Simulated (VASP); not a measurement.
Write the native input for VASP 6.6.1 that does the following.

| Property | Result |
| --- | --- |
| Task | single point |
| Functional | PBE |
| Potentials or basis | VASP PAW PBE potentials, release 64 (Er_3, H), 4f in core |
| Cutoff | 500 eV |
| k mesh | 8 × 8 × 8 |
| Occupations | gaussian, width 0.2 eV |
| Spin | no spin polarisation |
| Dipole correction | no |
| Mended | yes |
| Further INCAR settings | ALGO = Normal; EDIFF = 1e-06; NBANDS = 24 |

The structure of ErH4 lies in POSCAR:

```
ErH4
1.0
    3.5566191506      0.0000000000      0.0000000000
    1.7783095753     -1.7783095753      2.8633720733
    1.7783095753     -5.3349287259     -2.8633720733
Er H
2 8
Direct
    1.0000000000      0.0000000000      1.0000000000
    0.5000000000      0.5000000000      0.5000000000
    0.1250000000      0.1250000000      0.6250000000
    0.6250000000      0.6250000000      0.1250000000
    0.3750000000      0.3750000000      0.8750000000
    0.8750000000      0.8750000000      0.3750000000
    0.7915287081      0.6254138756      0.7915287081
    0.2915287081      0.1254138756      0.2915287081
    0.7084712919      0.8745861244      0.7084712919
    0.2084712919      0.3745861244      0.2084712919
```

One way to write it, as run:

INCAR

```
SYSTEM = ErH4
ALGO = Normal
EDIFF = 1E-6
ENCUT = 500
GGA = PE
GGA_COMPAT = .False.
ISIF = 2
ISMEAR = 0
LASPH = .True.
LCHARG = .True.
LELF = .True.
LMAXMIX = 6
LREAL = .False.
LVHAR = .True.
LWAVE = .False.
NBANDS = 24
NELM = 200
PREC = Accurate
SIGMA = 0.2
```

KPOINTS

```
k-points
0
Gamma
  8 8 8
  0 0 0
```

Potentials or basis: VASP PAW PBE potentials, release 64 (Er_3, H), 4f in core.

Launch:

```sh
$ cat potpaw_PBE.64/Er_3/POTCAR potpaw_PBE.64/H/POTCAR > POTCAR
$ mpirun -np 1 vasp_std > vasp.out
```

It gave:

```json
{
 "Pressure": "0.2 GPa",
 "Largest force": "0.030 eV/Å",
 "Band gap on the k mesh": "zero (bands 13 and 14 overlap by 2.20 eV)"
}
```

Caveat: spin-orbit coupling is left out, which moves the levels of the heavy elements; the 4f electrons are frozen in the core, so they carry no moment and show no levels.

Wall time 4.5 min on 1 thread of Intel(R) Xeon(R) 6975P-C (Granite Rapids) (shared host), peak memory 0.33 GiB.
